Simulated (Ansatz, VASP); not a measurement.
# Two plane-wave programs on PbF2

```
CELL_PARAMETERS angstrom
0.00000 2.18364 2.18364
2.18364 0.00000 2.18364
2.18364 2.18364 0.00000
ATOMIC_POSITIONS crystal
Pb 0.00000 0.00000 0.00000
F 0.25000 0.25000 0.25000
F 0.75000 0.75000 0.75000
```

Change from the starting cell: volume scaled by 0.4, PAW files.

Alike in both runs: task electric field gradients; functional PBE; k mesh 8 × 8 × 8; occupations fermi-dirac, width 0.03 eV; no spin polarisation.

```csv
,VASP,Ansatz
version,VASP 6.6.1,Ansatz 0.2.0
potentials or method,"VASP PAW PBE potentials, release 64 (Pb_d, F)","PAW with Ansatz's default frozen-core files, scalar-relativistic"
plane-wave cutoff (eV),520,420
valence electrons in the cell,28,28
```

```tsv
	VASP	Ansatz	Ansatz less VASP
pressure (GPa)	577.7	573.4	-4.32
```

Both programs put the cell under a high pressure, so it lies far from rest at this level. With one functional, cell and mesh, what is left measures potentials, basis and numerics.

Neither program's run includes spin-orbit coupling. Noted on VASP's run: the cell as given lies far from equilibrium.
